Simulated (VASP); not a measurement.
Set up this calculation in VASP 6.6.1, as the native input.

| Property | Result |
| --- | --- |
| Task | single point |
| Functional | PBE |
| Dispersion | D3(BJ) |
| Potentials or basis | VASP PAW PBE potentials, release 64 (Ru_pv) |
| Cutoff | 520 eV |
| k mesh | 8 × 8 × 5 |
| Occupations | fermi-dirac, width 0.02 eV |
| Spin | non-collinear spin, zero start, spin-orbit coupling |
| Starting moments | [[0.0, 0.0, 0.0], [0.0, 0.0, 0.0]] μB |
| Dipole correction | no |
| Further INCAR settings | ALGO = Fast; EDIFF = 1e-06; NBANDS = 40 |

The structure of Ru lies in POSCAR:

```
Ru
1.0
    2.7058000000      0.0000000000      0.0000000000
   -1.3529000000      2.3432915376      0.0000000000
    0.0000000000      0.0000000000      4.2819000000
Ru
2
Direct
    0.6666666667      0.3333333333      0.7500000000
    0.3333333333      0.6666666667      0.2500000000
```

These files were run (other wordings do the same):

INCAR

```
SYSTEM = Ru
PREC = Accurate
ENCUT = 520
EDIFF = 1E-6
ISMEAR = -1
SIGMA = 0.02
LREAL = .FALSE.
LASPH = .TRUE.
NELM = 150
ALGO = Fast
ISIF = 2
LWAVE = .FALSE.
LCHARG = .TRUE.
LNONCOLLINEAR = .TRUE.
MAGMOM = 0 0 0 0 0 0
LORBIT = 11
LSORBIT = .TRUE.
GGA_COMPAT = .FALSE.
LORBMOM = .TRUE.
LMAXMIX = 4
GGA = PE
IVDW = 12
LVHAR = .TRUE.
NBANDS = 40
```

KPOINTS

```
regular mesh
0
G
  8 8 5
  0 0 0
```

Potentials or basis: VASP PAW PBE potentials, release 64 (Ru_pv).

Launch:

```bash
$ cat potpaw_PBE.64/Ru_pv/POTCAR > POTCAR
$ mpirun -np 1 vasp_ncl > vasp.out
```

Results of the run:

```yaml
Pressure: -3.4 GPa
Net_moment: 0.00 μB per cell
Valence_electrons_inside_the_program's_atomic_spheres: Ru 12.67
Dispersion_energy_per_atom: -0.624 eV
```

Run time: 29 s on 1 thread of Intel(R) Xeon(R) 6975P-C (Granite Rapids), with other jobs on the host, peak memory 0.22 GiB.
